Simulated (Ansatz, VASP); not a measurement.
## One calculation of Si, two programs

```xyz
4
Lattice="4.0292 0.0000 0.0000 -2.0146 3.4894 0.0000 0.0000 0.0000 5.5986" Properties=species:S:1:pos:R:3 pbc="T T T"
Si    0.0000    2.3263    0.3796
Si    2.0146    1.1631    3.1789
Si    0.0000    2.3263    2.4197
Si    2.0146    1.1631    5.2189
```

Alike in both runs: task single point; functional LDA; k mesh 12 × 12 × 6; occupations gaussian, width 0.03 eV; no spin polarisation.

|  | VASP | Ansatz |
| --- | --- | --- |
| version | VASP 6.6.1 | Ansatz 0.2.0 |
| potentials or method | VASP PAW LDA potentials, release 64 (Si), cutoff 520 eV | scalar-relativistic, plane waves, PAW |
| valence electrons in the cell | 16 | 16 |

|  | VASP | Ansatz | Ansatz less VASP |
| --- | --- | --- | --- |
| gap on the k mesh at the Fermi level (eV) | none | none | - |
| pressure (GPa) | 7.2 | 7.2 | -0.02 |
| traceless stress, the component that is largest in VASP (GPa) | 39.16 | 39.14 | -0.016 |
| rms of the force components (eV/Å) | 2.700 | 2.709 | +0.0091 |

Ansatz warns that its potentials were made for another functional, while VASP's fit it. LDA's correlation is that of Perdew and Zunger in VASP and of Perdew and Wang (1992) in Ansatz. Atom by atom the forces differ by 0.009 eV/Å (rms over components). A gap of «none» marks a metal or a gap that the smearing closes.
